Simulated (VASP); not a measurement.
A run of VASP 6.6.1 is set up as follows.

The input INCAR:

```
  PREC = Accurate
  ENCUT = 520
  EDIFF = 1E-7
  ISMEAR = 0
  SIGMA = 0.02
  LREAL = False
  LASPH = True
  NELM = 60
  ALGO = Normal
  ISIF = 2
  LWAVE = False
  LCHARG = False
  GGA = PS
  NBANDS = 11
```

Contents of KPOINTS:

```
regular mesh
0
Gamma
  14 14 14
```

The input POSCAR:

```
BN
1.0
    0.0000000000      2.6958125282      2.1295432349
    1.2398078633      0.0000000000      2.1295432349
    1.2398078633      2.6958125282      0.0000000000
B N
1 1
Direct
    0.0005379144      0.0005379144      0.9994620856
    0.6661620756      0.6661620756      0.3338379244
```

Potentials or basis: VASP PAW PBE potentials, release 64 (B, N).

Launch:

```sh
$ cat potpaw_PBE.64/B/POTCAR potpaw_PBE.64/N/POTCAR > POTCAR
$ mpirun -np 1 vasp_std > vasp.out
```

Task: What does it give for the pressure?

Result: 20.4 GPa.

Task: What does it give for the band gap on the k mesh?

Result: 1.76 eV (least direct gap 4.60 eV).

Stress tensor (GPa, compression positive):
```
20.69  0.00  0.00
 0.00 19.84  0.00
 0.00  0.00 20.70
```

Caveat: the cell stands under pressure; the PAW data sets were made with another functional, which shifts forces and pressure a little. A k mesh can miss the band edges.
